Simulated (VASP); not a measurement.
# CdS (R3m) in VASP: single point with PBE

Aim: the single point of CdS with PBE.

Everything below comes from runs of VASP 6.6.1. Logs are shortened: lines on timing, memory, paths and dates and some standing lists are left out, and cuts for length are marked.

**1. The cell of the first run**

It takes space group R3m (No. 160, trigonal). The conventional cell has a = 4.197 Å, b = 4.197 Å, c = 40.966 Å, α = 90.00°, β = 90.00°, γ = 120.00°. Within 3.6 Å of Cd (site symmetry 3m) lie 6 S at 2.57 to 3.53 Å and 1 Cd at 3.41 Å. Cd (site symmetry 3m) has 4 S at 2.57 Å within 3.4 Å. Cd (site symmetry 3m) has 4 S at 2.57 Å and 1 Cd at 3.41 Å within 3.5 Å. Cd (site symmetry 3m) has 4 S at 2.57 Å within 3.4 Å. S (site symmetry 3m) has 6 Cd at 2.57 to 3.53 Å within 3.6 Å. Within 3.4 Å of S (site symmetry 3m) lie 4 Cd at 2.57 Å. Within 3.4 Å of S (site symmetry 3m) lie 4 Cd at 2.57 Å. S (site symmetry 3m) has 4 Cd at 2.57 Å within 3.4 Å.

**2. Single point, PBE (the part above a cut slid along it)**

INCAR

```
SYSTEM = CdS
PREC = Accurate ; ENCUT = 520
EDIFF = 1E-6 ; ISMEAR = 0
SIGMA = 0.05 ; LREAL = .False.
LASPH = .True. ; NELM = 100
ALGO = Normal ; ISIF = 2
LWAVE = .False. ; LCHARG = .False.
GGA = PE ; NBANDS = 46
ISYM = 0
```

KPOINTS

```
Automatic mesh
0
Gamma
  7 7 2
  0 0 0
```

POSCAR

```
CdS
1.0
   -2.0985806452     -3.6348483013      0.0000000000
    2.0985806452     -3.6348483013      0.0000000000
    0.0000000000     -2.4232322009     13.6554617430
Cd S
4 4
Direct
    0.3647239153      0.3647239153      0.9058282541
    0.5313905820      0.5313905820      0.4058282541
    0.2813905820      0.2813905820      0.1558282541
    0.1147239153      0.1147239153      0.6558282541
    0.6352760847      0.6352760847      0.0941717459
    0.4686094180      0.4686094180      0.5941717459
    0.2186094180      0.2186094180      0.3441717459
    0.0519427514      0.0519427514      0.8441717459
```

Potentials or basis: VASP PAW PBE potentials, release 64 (Cd, S).

The run is started by

```console
$ cat potpaw_PBE.64/Cd/POTCAR potpaw_PBE.64/S/POTCAR > POTCAR
$ mpirun -np 1 vasp_std > vasp.out
```

OUTCAR:

```text
SYSTEM = CdS
   PREC = Accurate
   ENCUT = 520
   EDIFF = 1E-6
   ISMEAR = 0
   LREAL = .False.
   LASPH = .True.
   NELM = 100
   ISIF = 2
   GGA = PE
   ISYM = 0

 ion  position               nearest neighbor table
   1  0.365  0.365  0.906-   8 2.57   8 2.57   8 2.57   3 3.41
   2  0.531  0.531  0.406-   7 2.57   7 2.57   7 2.57   6 2.57
   3  0.281  0.281  0.156-   5 2.57   5 2.57   5 2.57   7 2.57   1 3.41
   4  0.115  0.115  0.656-   6 2.57   6 2.57   6 2.57   8 2.57
   5  0.635  0.635  0.094-   3 2.57   3 2.57   3 2.57
   6  0.469  0.469  0.594-   4 2.57   4 2.57   4 2.57   2 2.57
   7  0.219  0.219  0.344-   2 2.57   2 2.57   2 2.57   3 2.57
   8  0.052  0.052  0.844-   1 2.57   1 2.57   1 2.57   4 2.57

IMPORTANT INFORMATION: All symmetrisations will be switched off!
NOSYMM: (Re-)initialisation of all symmetry stuff for point group C_1.

----------------------------------------------------------------------------------------

                                     Primitive cell

  volume of cell :     208.3283

  direct lattice vectors                    reciprocal lattice vectors
    -2.098580645 -3.634848301  0.000000000    -0.238256272 -0.137557322 -0.024410257
     2.098580645 -3.634848301  0.000000000     0.238256272 -0.137557322 -0.024410257
     0.000000000 -2.423232201 13.655461743     0.000000000  0.000000000  0.073230772

  length of vectors
     4.197161290  4.197161290 13.868802750     0.276195454  0.276195454  0.073230772

  position of ions in fractional coordinates (direct lattice)
     0.364723915  0.364723915  0.905828254
     0.531390582  0.531390582  0.405828254
     0.281390582  0.281390582  0.155828254
     0.114723915  0.114723915  0.655828254
     0.635276085  0.635276085  0.094171746
     0.468609418  0.468609418  0.594171746
     0.218609418  0.218609418  0.344171746
     0.051942751  0.051942751  0.844171746

  ion indices of the primitive-cell ions
   primitive index   ion index
                 1           1
                 2           2
                 3           3
                 4           4
                 5           5
                 6           6
                 7           7
                 8           8

----------------------------------------------------------------------------------------

 KPOINTS: Automatic mesh

Automatic generation of k-mesh.
 Grid dimensions read from file:
 generate k-points for:    7    7    2

 Generating k-lattice:

  Cartesian coordinates                     Fractional coordinates (reciprocal lattice)
    -0.034036610 -0.019651046 -0.003487180     0.142857143  0.000000000  0.000000000
     0.034036610 -0.019651046 -0.003487180     0.000000000  0.142857143  0.000000000
     0.000000000  0.000000000  0.036615386     0.000000000  0.000000000  0.500000000

  Length of vectors
     0.039456493  0.039456493  0.036615386

  Shift w.r.t. Gamma in fractional coordinates (k-lattice)
     0.000000000  0.000000000  0.000000000

 -----------------------------------------------------------------------------
|                                                                             |
|           W    W    AA    RRRRR   N    N  II  N    N   GGGG   !!!           |
|           W    W   A  A   R    R  NN   N  II  NN   N  G    G  !!!           |
|           W    W  A    A  R    R  N N  N  II  N N  N  G       !!!           |
|           W WW W  AAAAAA  RRRRR   N  N N  II  N  N N  G  GGG   !            |
|           WW  WW  A    A  R   R   N   NN  II  N   NN  G    G                |
|           W    W  A    A  R    R  N    N  II  N    N   GGGG   !!!           |
|                                                                             |
|     Your reciprocal lattice and k-lattice belong to different lattice       |
|     classes:                                                                |
|                                                                             |
|        The reciprocal lattice is rhombohedral (trigonal),                   |
|        whereas your k-lattice is base-centered monoclinic.                  |
|                                                                             |
|     Results are often still useful ...                                      |
|                                                                             |
 -----------------------------------------------------------------------------

 WARNING: IBZKPT: internal override: KBLOWUP is changed to .FALSE.
      ... skipping the blow-up phase ...

 Subroutine IBZKPT returns following result:
 ===========================================

 Found     50 irreducible k-points:

 Following reciprocal coordinates:
            Coordinates               Weight
  0.000000  0.000000  0.000000      1.000000
  0.142857  0.000000  0.000000      2.000000
  0.285714  0.000000  0.000000      2.000000
  0.428571 -0.000000  0.000000      2.000000
  0.000000  0.142857  0.000000      2.000000
  0.142857  0.142857  0.000000      2.000000
[... 16 lines left out ...]
 -0.428571  0.428571  0.000000      2.000000
 -0.285714  0.428571 -0.000000      2.000000
 [... further k-points ...]
   k-points           NKPTS =     50   k-points in BZ     NKDIM =     50   number of bands    NBANDS=     46
   number of dos      NEDOS =    301   number of ions     NIONS =      8
   total plane-waves  NPLWV = 110592
   dimension x,y,z NGX =    32 NGY =   32 NGZ =  108
   dimension x,y,z NGXF=    64 NGYF=   64 NGZF=  216
   ions per type =               4   4
   NGX,Y,Z   is equivalent  to a cutoff of  12.67, 12.67, 12.95 a.u.
   NGXF,Y,Z  is equivalent  to a cutoff of  25.35, 25.35, 25.89 a.u.
 SYSTEM =  CdS
   PREC   = accura    normal or accurate (medium, high low for compatibility)
   ISTART =      0    job   : 0-new  1-cont  2-samecut
   ICHARG =      2    charge: 1-file 2-atom 10-const
   ISPIN  =      1    spin polarized calculation?
   LNONCOLLINEAR =      F non collinear calculations
   LSORBIT =      F    spin-orbit coupling
   LASPH  =      T    aspherical Exc in radial PAW
   ENCUT  =  520.0 eV  38.22 Ry    6.18 a.u.   7.80  7.80 25.79*2*pi/ulx,y,z
   NELM   =    100;   NELMIN=  2; NELMDL= -5     # of ELM steps
   EDIFF  = 0.1E-05   stopping-criterion for ELM
   LREAL  =      F    real-space projection
   EDIFFG = 0.1E-04   stopping-criterion for IOM
   NSW    =      0    number of steps for IOM
   IBRION =     -1    ionic relax: 0-MD 1-quasi-New 2-CG
   NFREE  =      0    steps in history (QN), initial steepest desc. (CG)
   ISIF   =      2    stress and relaxation
   ISYM   =      0    0-nonsym 1-usesym 2-fastsym
   POTIM  = 0.5000    time-step for ionic-motion
   TEBEG  =    0.0;   TEEND  =   0.0 temperature during run
   PSTRESS=    0.0 pullay stress
   NELECT =      72.0000    total number of electrons
   NUPDOWN=      -1.0000    fix difference up-down
   EMIN   =  10.00;   EMAX   =-10.00  energy-range for DOS
   EFERMI =   0.00;   METHOD = LEGACY
   ISMEAR =     0;   SIGMA  =   0.05  broadening in eV -4-tet -1-fermi 0-gaus
   EFERMI_NEDOS =   21; number of points for ismear=-14 and -15
   IALGO  =     38    algorithm
   IMIX   =      4    mixing-type and parameters
     AMIX     =   0.40;   BMIX     =  1.00
     AMIX_MAG =   1.60;   BMIX_MAG =  1.00
  volume/ion in A,a.u.               =      26.04       175.73
  Fermi-wavevector in a.u.,A,eV,Ry     =   1.148866  2.171043 17.958250  1.319894
  Thomas-Fermi vector in A             =   2.285539
   LORBIT       =      0    0 simple, 1 ext, 2 COOP (PROOUT), +10 PAW based schemes
   GGA     = PE    functional components
   LHFCALC =     F    Hartree Fock is set to
   AEXX    =    0.0000 exact exchange contribution
   IVDW    =     0    specifies the selected vdW correction
   LEPSILON=     F    determine dielectric tensor
   LRPA    =     F    only Hartree local field effects (RPA)
 non-spin polarized calculation
 Gauss-broadening in eV      SIGMA  =   0.05
  energy-cutoff  :      520.00
  volume of cell :      208.33
 maximum number of plane-waves:      5642
   NGX = 15   NGY = 15   NGZ = 51

 number of electron      72.0000004 magnetization

 Free energy of the ion-electron system (eV)
  ---------------------------------------------------
  ext. energy  EPLUGINS =         0.00000000
  ---------------------------------------------------
  free energy    TOTEN  =       -24.02448278 eV

  energy without entropy =      -24.02448278  energy(sigma->0) =      -24.02448278

 E-fermi :   1.3091     XC(G=0):  -8.9625

 val. band max:        1.0687982748   @ k =   0.0000   0.0000   0.5000
 cond. band min:       1.6908146966   @ k =   0.0000   0.0000   0.0000
 fundamental gap:      0.6220164218
 Fermi energy:         1.3091231899

 k-point     1 :       0.0000    0.0000    0.0000
  band No.  band energies     occupation
      1     -11.4003      2.00000
      2     -11.0932      2.00000
      3     -10.8078      2.00000
      4     -10.3623      2.00000
      5      -7.0486      2.00000
      6      -7.0486      2.00000
[... 38 lines left out ...]
     45       7.6813      0.00000
     46       7.6814      0.00000

 k-point     2 :       0.1429    0.0000    0.0000
  band No.  band energies     occupation
      1     -11.3465      2.00000
      2     -11.0470      2.00000
      3     -10.7620      2.00000
      4     -10.3188      2.00000
      5      -7.0198      2.00000
      6      -7.0109      2.00000
[... 38 lines left out ...]
     45       7.5451      0.00000
     46       7.6221      0.00000

 k-point     3 :       0.2857    0.0000    0.0000
  band No.  band energies     occupation
      1     -11.2260      2.00000
      2     -10.9429      2.00000
      3     -10.6598      2.00000
      4     -10.2188      2.00000
      5      -6.9624      2.00000
      6      -6.9325      2.00000
[... 1018 lines left out ...]
     45       7.5320      0.00000
     46       7.9557      0.00000

 k-point    24 :      -0.2857    0.4286   -0.0000
  band No.  band energies     occupation
      1     -11.0956      2.00000
      2     -10.8280      2.00000
      3     -10.5479      2.00000
      4     -10.1038      2.00000
      5      -6.9339      2.00000
      6      -6.8267      2.00000
[... 38 lines left out ...]
     45       7.4518      0.00000
     46       7.6748      0.00000

 [... further k-points ...]

------------------------ aborting loop because EDIFF is reached ----------------------------------------

  FORCE on cell =-STRESS in cart. coord.  units (eV):
  Direction    XX          YY          ZZ          XY          YZ          ZX
  --------------------------------------------------------------------------------------
  -------------------------------------------------------------------------------------
  Total       -0.8731954     -0.8738695      0.0210781     -0.0000002     -0.0006358      0.0000005
  in kB       -6.7154278     -6.7206118      0.1621036     -0.0000014     -0.0048901      0.0000037
  external PRESSURE =      -4.4246453 kB  Pullay stress =       0.0000000 kB

 VOLUME and BASIS-vectors are now :
 -----------------------------------------------------------------------------
  energy-cutoff  :      520.00
  volume of cell :      208.33
      direct lattice vectors                 reciprocal lattice vectors
    -2.098580645 -3.634848301  0.000000000    -0.238256272 -0.137557322 -0.024410257
     2.098580645 -3.634848301  0.000000000     0.238256272 -0.137557322 -0.024410257
     0.000000000 -2.423232201 13.655461743     0.000000000  0.000000000  0.073230772

 POSITION                                       TOTAL-FORCE (eV/Angst)
 -----------------------------------------------------------------------------------
      0.00000     -4.84646     12.36950         0.000000     -0.000152      0.132241
      0.00000     -4.84646      5.54177        -0.000000     -0.000082     -0.197527
      0.00000     -2.42323      2.12791        -0.000000     -0.000063      0.083809
      0.00000     -2.42323      8.95564         0.000000     -0.000160     -0.179641
      0.00000     -4.84646      1.28596        -0.000001      0.000162     -0.528940
      0.00000     -4.84646      8.11369         0.000000      0.000094      0.172373
      0.00000     -2.42323      4.69982         0.000001      0.000088      0.190331
      0.00000     -2.42323     11.52755         0.000000      0.000113      0.327354
 -----------------------------------------------------------------------------------
    total drift:                                0.000001     -0.000671     -0.000674

  FREE ENERGIE OF THE ION-ELECTRON SYSTEM (eV)
  ---------------------------------------------------
  free  energy   TOTEN  =       -24.0244827838 eV

  energy  without entropy=      -24.0244827838  energy(sigma->0) =      -24.02448278
```

It took 13 min on 1 thread of AMD EPYC 7R13, shared host; peak memory 0.5 GiB.

Results:

```
Free energy            : -24.0245 eV
Pressure               : -0.4 GPa
Largest force          : 0.529 eV/Å
Band gap on the k mesh : 0.62 eV
```

Forces in eV/Å, atoms in the order of the input:
```
Cd   0.000  0.000  0.132
Cd   0.000  0.000 -0.198
Cd   0.000  0.000  0.084
Cd   0.000  0.000 -0.180
S    0.000  0.000 -0.529
S    0.000  0.000  0.172
S    0.000  0.000  0.190
S    0.000  0.000  0.327
```

Levels at points of the mesh, in eV from the valence-band top:
| k point | band 32 | band 33 | band 34 | band 35 | band 36 | band 37 | band 38 | band 39 | band 40 | band 41 |
| --- | --- | --- | --- | --- | --- | --- | --- | --- | --- | --- |
| (0.00, 0.00, 0.00) | -0.34 | -0.34 | -0.10 | 0.00 | 0.00 | 0.62 | 2.28 | 2.61 | 2.66 | 5.45 |
| (0.00, 0.00, 0.50) | -0.63 | -0.36 | -0.36 | 0.00 | 0.00 | 1.30 | 1.85 | 2.54 | 2.78 | 5.77 |

Caveat: the cell differs from its parent crystal (the part above a cut slid along it); semilocal functionals underestimate gaps, and a narrow one can read as zero.
